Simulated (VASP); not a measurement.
CdS: relaxation of cell and atoms with PBEsol

CdS:

```
Cd S
1.0
     0.00000    2.96321    2.96321
     2.96321    0.00000    2.96321
     2.96321    2.96321    0.00000
Cd S
1 1
Direct
  0.00000 0.00000 0.00000
  0.25000 0.25000 0.25000
```

```
Program                : VASP 6.6.1
Task                   : relaxation of cell and atoms
Functional             : PBEsol
Potentials or basis    : VASP PAW PBE potentials, release 64 (Cd, S)
Cutoff                 : 600 eV
k mesh                 : 8 × 8 × 8
Occupations            : gaussian, width 0.02 eV
Spin                   : no spin polarisation
Dipole correction      : no
Further INCAR settings : ALGO = Normal; EDIFF = 1e-06; IBRION = 2; EDIFFG = -0.005; NSW = 70; ISIF = 3
```

```
Relaxed volume                         : 24.83 Å³/atom
Relaxed cell                           : a = 4.126 Å, b = 4.126 Å, c = 4.126 Å, α = 60.00°, β = 60.00°, γ = 60.00°
Space group after relaxing (to 0.05 Å) : F-43m (No. 216)
Energy gained by relaxing              : 9.8 meV/atom
Ionic steps                            : 3
Pressure after relaxing                : 0.0 GPa
Band gap on the k mesh                 : 1.01 eV, direct
```

Step by step:
| step | energy change (eV) | largest force (eV/Å) | pressure (GPa) | volume (Å³) |
| --- | --- | --- | --- | --- |
| 1 | 0.0000 | 0.0000 | -2.55 | 52.04 |
| 2 | -0.0176 | 0.0000 | 0.84 | 48.98 |
| 3 | -0.0196 | 0.0000 | -0.01 | 49.67 |

Final structure:
```xyz
2
Lattice="0.0000 2.9175 2.9175 2.9175 0.0000 2.9175 2.9175 2.9175 0.0000" Properties=species:S:1:pos:R:3 pbc="T T T"
Cd    0.0000    0.0000    0.0000
S     1.4588    1.4588    1.4588
```

Levels at points of the mesh, in eV from the valence-band top:
```csv
k point,band 6,band 7,band 8,band 9,band 10,band 11,band 12,band 13
"(0.00, 0.00, 0.00)",-7.24,0.00,0.00,0.00,1.01,6.44,6.44,6.44
"(0.50, 0.00, 0.00)",-6.86,-4.47,-0.76,-0.76,2.89,6.91,6.91,7.33
"(0.50, 0.50, 0.00)",-6.80,-4.01,-1.91,-1.91,3.39,4.25,9.07,10.66
```

Wall time 43 s on 1 thread of Intel(R) Xeon(R) Platinum 8259CL CPU @ 2.50GHz (Skylake/Cascade Lake), on a shared host, peak memory 0.22 GiB.

Caveat: the PAW data sets were made with another functional, which shifts forces and pressure a little.
